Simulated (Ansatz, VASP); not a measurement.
One calculation of Si, two programs

Contents of INCAR:

```
  PREC = Accurate
  ENCUT = 500
  EDIFF = 1E-6
  ISMEAR = 0
  SIGMA = 0.02
  LREAL = F
  LASPH = T
  NELM = 120
  ALGO = Normal
  ISIF = 2
  LWAVE = F
  LCHARG = F
  GGA = PE
  NBANDS = 11
  GGA_COMPAT = F
```

The input KPOINTS:

```
regular mesh
0
Gamma
  9 9 9
```

File POSCAR:

```
Si
1.0
    3.8926748890      0.0000000000      0.0000000000
   -1.9463374445      3.3711553426      0.0000000000
    1.9463374445     -1.1237184475      3.1493941606
Si
2
Direct
    0.0003859259     -0.0003859259     -0.0011577777
    0.7496140741      0.2503859259      0.7511577777
```

Input for Ansatz:

```yaml
crystal:
  lattice:
    - [3.892674889, 0.0, 0.0]
    - [-1.9463374445, 3.3711553426, 0.0]
    - [1.9463374445, -1.1237184475, 3.1493941606]
  atoms:
    - { symbol: Si, position: [0.0003859259, -0.0003859259, -0.0011577777] }
    - { symbol: Si, position: [0.7496140741, 0.2503859259, 0.7511577777] }
basis:
  ecutwfc: 420
kpoints:
  mp_grid: { grid: [9, 9, 9] }
  band_path: { path: [VBM, CBM], npoints: 2 }
hamiltonian:
  xc: pbe
scf:
  occupations: { method: gaussian, width: 0.02 }
output:
  forces: true
  stress: true
  eigenvalues: true
```

Change from the starting cell: band edges of the strained film's bulk.

Alike in both runs: task single point; functional PBE; k mesh 9 × 9 × 9; occupations gaussian, width 0.02 eV; no spin polarisation.

|  | VASP | Ansatz |
| --- | --- | --- |
| version | VASP 6.6.1 | Ansatz 0.2.0 |
| potentials or method | VASP PAW PBE potentials, release 64 (Si), cutoff 500 eV | scalar-relativistic, plane waves, PAW |
| valence electrons in the cell | 8 | 8 |

Ansatz gave:

| Property | Result |
| --- | --- |
| gap on the k mesh at the Fermi level (eV) | 0.58 |
| least direct gap on the mesh (eV) | 2.46 |
| pressure (GPa) | -0.9 |
| traceless stress, the component that is largest in VASP (GPa) | 0.89 |

Which values does VASP return?

gap on the k mesh at the Fermi level (eV): 0.59; least direct gap on the mesh (eV): 2.47; pressure (GPa): -0.9; traceless stress, the component that is largest in VASP (GPa): 0.89.

The functional is the same, so the differences come from potentials, cutoffs and numerics.
